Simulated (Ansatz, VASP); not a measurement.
## Yb in VASP and in Ansatz

```
CELL_PARAMETERS angstrom
0.00000 2.46521 2.46521
2.46521 0.00000 2.46521
2.46521 2.46521 0.00000
ATOMIC_POSITIONS crystal
Yb 0.00000 0.00000 0.00000
```

Alike in both runs: task single point; functional PBEsol; k mesh 18 × 18 × 18; occupations fermi-dirac, width 0.05 eV; collinear spin.

|  | VASP | Ansatz |
| --- | --- | --- |
| version | VASP 6.6.1 | Ansatz 0.2.0 |
| potentials or method | VASP PAW PBE potentials, release 64 (Yb), cutoff 520 eV | plane waves (420 eV) with PAW, scalar-relativistic |
| valence electrons in the cell | 24 | 24 |

|  | VASP | Ansatz | Ansatz less VASP |
| --- | --- | --- | --- |
| pressure (GPa) | 1.6 | 2.0 | +0.41 |
| net moment per atom (μB) | 0.00 | 0.00 | 0.000 |

VASP's potentials were made for PBE, not for PBEsol, and Ansatz warns of the same on its side. Ansatz's warnings: given moment on shells, seeded moment not kept.

Spin-orbit coupling is off throughout.
